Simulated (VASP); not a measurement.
BaS, 2 atoms in the cell. It takes space group F-43m (No. 216, cubic). The conventional cell has a = 7.039 Å, b = 7.039 Å, c = 7.039 Å, α = 90.00°, β = 90.00°, γ = 90.00°. Ba (site symmetry -43m) has 4 S at 3.05 Å within 4.0 Å. Within 4.0 Å of S (site symmetry -43m) lie 4 Ba at 3.05 Å. 

* Program: VASP 6.6.1
* Task: single point
* Functional: PBE
* Potentials or basis: VASP PAW PBE potentials, release 64 (Ba_sv, S)
* Cutoff: 520 eV
* k mesh: 6 × 6 × 6
* Occupations: fermi-dirac, width 0.02 eV
* Spin: no spin polarisation
* Dipole correction: no
* Further INCAR settings: ALGO = Normal; EDIFF = 1e-07; NBANDS = 15

Potentials or basis: VASP PAW PBE potentials, release 64 (Ba_sv, S).

Command:

```console
$ cat potpaw_PBE.64/Ba_sv/POTCAR potpaw_PBE.64/S/POTCAR > POTCAR
$ mpirun -np 1 vasp_std > vasp.out
```

Hardware: 1 thread of Intel(R) Xeon(R) Platinum 8488C (Sapphire Rapids), on a shared host.

Estimate the wall time of this run.

Run time: 28 s on 1 thread of Intel(R) Xeon(R) Platinum 8488C (Sapphire Rapids) (shared host), peak memory 0.23 GiB. Counts: scf iterations 16, k points 16.
